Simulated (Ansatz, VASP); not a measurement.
# One calculation of Cs, two programs

File INCAR:

```
SYSTEM = Cs
ALGO = Normal ; EDIFF = 1E-6
ENCUT = 520 ; GGA = VW
ISIF = 2 ; ISMEAR = -5
LASPH = .TRUE. ; LCHARG = .FALSE.
LREAL = .FALSE. ; LWAVE = .FALSE.
NBANDS = 10 ; NELM = 100
PREC = Accurate ; SIGMA = 0.05
```

Contents of KPOINTS:

```
k-points
0
G
  6 6 6
  0 0 0
```

Contents of POSCAR:

```
Cs
1.0
   -3.1284650614      3.1284650614      3.1284650614
    3.1284650614     -3.1284650614      3.1284650614
    3.1284650614      3.1284650614     -3.1284650614
Cs
1
Direct
    0.0000000000      0.0000000000      0.0000000000
```

Contents of input.yaml:

```yaml
crystal:
  lattice:
    - [-3.1284650614, 3.1284650614, 3.1284650614]
    - [3.1284650614, -3.1284650614, 3.1284650614]
    - [3.1284650614, 3.1284650614, -3.1284650614]
  atoms:
    - { symbol: Cs, position: [0.0, 0.0, 0.0] }
hamiltonian:
  xc: { exchange: slater, correlation: vwn5 }
  pseudopotentials: { kind: nc, source: spms, xc_functional: pbe }
kpoints:
  mp_grid: { grid: [6, 6, 6] }
scf:
  occupations: { method: tetrahedron }
output:
  forces: true
  stress: true
  write_density: true
  write_potential: true
  elf: true
  volumetric_format: npy
```

Alike in both runs: functional SVWN5; k mesh 6 × 6 × 6; occupations tetrahedron; no spin polarisation.

|  | VASP | Ansatz |
| --- | --- | --- |
| version | VASP 6.6.1 | Ansatz 0.2.0 |
| potentials or method | VASP PAW PBE potentials, release 64 (Cs_sv) | SPMS NC |
| plane-wave cutoff (eV) | 520 | 408 |
| valence electrons in the cell | 9 | 9 |
| task | single point | electrostatic potential |

```csv
,VASP,Ansatz,Ansatz less VASP
gap on the k mesh at the Fermi level (eV),none,none,-
pressure (GPa),-0.4,-0.4,+0.01
```

VASP's potentials were made for PBE, not for SVWN5. A gap of «none» marks a metal or a gap that the smearing closes.

Spin-orbit coupling is off throughout.
